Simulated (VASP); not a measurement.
Write the native input for VASP 6.6.1 that does the following.

```
Task                   : relaxation of cell and atoms
Functional             : PBEsol
Potentials or basis    : VASP PAW PBE potentials, release 64 (Mn_pv, O)
Cutoff                 : 600 eV
k mesh                 : 10 × 10 × 10
Occupations            : fermi-dirac, width 0.05 eV
Spin                   : collinear spin, ferromagnetic start
Starting moments       : [4.0, 0.0] μB
Dipole correction      : no
Further INCAR settings : ALGO = Normal; EDIFF = 1e-06; IBRION = 2; EDIFFG = -0.01; NSW = 80; ISIF = 3
```

The structure of MnO lies in POSCAR:

```
MnO
1.0
    0.0000000000      2.2239077028      2.2239077028
    2.2239077028      0.0000000000      2.2239077028
    2.2239077028      2.2239077028      0.0000000000
Mn O
1 1
Direct
    0.0000000000      0.0000000000      0.0000000000
    0.5000000000      0.5000000000      0.5000000000
```

One way to write it, as run:

INCAR

```
PREC = Accurate
ENCUT = 600
EDIFF = 1E-6
ISMEAR = -1
SIGMA = 0.05
LREAL = False
LASPH = True
NELM = 150
ALGO = Normal
ISIF = 3
LWAVE = False
LCHARG = False
ISPIN = 2
MAGMOM = 4 0
LORBIT = 11
LMAXMIX = 4
GGA = PS
IBRION = 2
NSW = 80
EDIFFG = -0.01
```

KPOINTS

```
regular mesh
0
Gamma
  10 10 10
```

Potentials or basis: VASP PAW PBE potentials, release 64 (Mn_pv, O).

Command:

```sh
$ cat potpaw_PBE.64/Mn_pv/POTCAR potpaw_PBE.64/O/POTCAR > POTCAR
$ mpirun -np 1 vasp_std > vasp.out
```

It gave:

```
Relaxed volume                                        : 10.15 Å³/atom
Relaxed cell                                          : a = 3.062 Å, b = 3.062 Å, c = 3.062 Å, α = 60.00°, β = 60.00°, γ = 60.00°
Space group after relaxing (to 0.1 Å)                 : Fm-3m (No. 225)
Energy gained by relaxing                             : 20.5 meV/atom
Ionic steps                                           : 3
Pressure after relaxing                               : -0.1 GPa
Net moment                                            : 4.46 μB per cell
Site moments                                          : Mn +4.08; O +0.17 μB
Valence electrons inside the program's atomic spheres : Mn 11.45; O 4.97
```

Caveat: the PAW data sets were made with another functional, which shifts forces and pressure a little; a cell with one magnetic atom can't hold antiferromagnetic order, which such compounds often take.

Run time: 2.4 min on 1 thread of Intel Xeon 8259CL, with other jobs on the host, peak memory 0.2 GiB.
